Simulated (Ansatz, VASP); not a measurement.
Two plane-wave programs on BaHfO3

```
Ba Hf O
1.0
     4.17705    0.00000    0.00000
     0.00000    4.17705    0.00000
     0.00000    0.00000    4.17706
Ba Hf O
1 1 3
Direct
  0.50000 0.50000 0.57200
  0.00000 0.00000 0.07200
  0.00000 0.50000 0.07200
  0.50000 0.00000 0.07200
  0.00000 0.00000 0.57200
```

Alike in both runs: task single point; functional r2SCAN; k mesh 6 × 6 × 6; no spin polarisation.

|  | VASP | Ansatz |
| --- | --- | --- |
| version | VASP 6.6.1 | Ansatz 0.2.0 |
| potentials or method | VASP PAW PBE potentials, release 64 (Ba_sv, Hf_pv, O) | plane waves, PAW |
| plane-wave cutoff (eV) | 520 | 500 |
| occupations | gaussian, width 0.01 eV | fixed |
| valence electrons in the cell | 38 | 54 |

|  | VASP | Ansatz | Ansatz less VASP |
| --- | --- | --- | --- |
| gap on the k mesh at the Fermi level (eV) | 4.11 | 4.19 | +0.084 |
| pressure (GPa) | -0.7 | 0.0 | +0.74 |

VASP's potentials were made for PBE, not for r2SCAN. VASP's potentials hold 38 valence electrons a cell and Ansatz's 54, so a difference there can come from the potentials and not from the codes. Ansatz's warnings: structure snapped to symmetry.

Spin-orbit coupling is off throughout.
